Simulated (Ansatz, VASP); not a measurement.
Two plane-wave programs on CdGe3

The input INCAR:

```
SYSTEM = CdGe3
PREC = Accurate
ENCUT = 520
EDIFF = 1E-6
ISMEAR = -1
SIGMA = 0.05
LREAL = .FALSE.
LASPH = .TRUE.
NELM = 60
ALGO = Normal
ISIF = 2
LWAVE = .FALSE.
LCHARG = .FALSE.
GGA = PE
NBANDS = 35
```

The input KPOINTS:

```
Automatic mesh
0
G
  9 9 9
  0 0 0
```

Contents of POSCAR:

```
CdGe3
1.0
   -2.1286688055      2.1286688055      4.6875681570
    2.1286688055     -2.1286688055      4.6875681570
    2.1286688055      2.1286688055     -4.6875681570
Cd Ge
1 3
Direct
    0.0000000000      0.0000000000      0.0000000000
    0.5000000000      0.5000000000      0.0000000000
    0.2500000000      0.7500000000      0.5000000000
    0.7500000000      0.2500000000      0.5000000000
```

File input.yaml:

```yaml
crystal:
  lattice:
    - [-2.1286688055, 2.1286688055, 4.687568157]
    - [2.1286688055, -2.1286688055, 4.687568157]
    - [2.1286688055, 2.1286688055, -4.687568157]
  atoms:
    - { symbol: Cd, position: [0.0, 0.0, 0.0] }
    - { symbol: Ge, position: [0.5, 0.5, 0.0] }
    - { symbol: Ge, position: [0.25, 0.75, 0.5] }
    - { symbol: Ge, position: [0.75, 0.25, 0.5] }
hamiltonian:
  xc: pbe
  pseudopotentials: { kind: paw }
kpoints:
  mp_grid: { grid: [9, 9, 9] }
scf:
  occupations: { method: fermi_dirac, width: 0.05 }
output:
  forces: true
  stress: true
  eigenvalues: true
```

Alike in both runs: task single point; functional PBE; k mesh 9 × 9 × 9; occupations fermi-dirac, width 0.05 eV; no spin polarisation.

|  | VASP | Ansatz |
| --- | --- | --- |
| version | VASP 6.6.1 | Ansatz 0.2.0 |
| potentials or method | VASP PAW PBE potentials, release 64 (Cd, Ge_d) | Ansatz PAW |
| plane-wave cutoff (eV) | 520 | 420 |
| valence electrons in the cell | 54 | 62 |

```tsv
	VASP	Ansatz	Ansatz less VASP
gap on the k mesh at the Fermi level (eV)	none	none	-
pressure (GPa)	-1.5	-1.7	-0.20
traceless stress, the component that is largest in VASP (GPa)	0.67	0.68	+0.011
```

A gap of «none» marks a metal or a gap that the smearing closes. The functional is the same, so the differences come from potentials, cutoffs and numerics. VASP's potentials hold 54 valence electrons a cell and Ansatz's 62, so a difference there can come from the potentials and not from the codes.
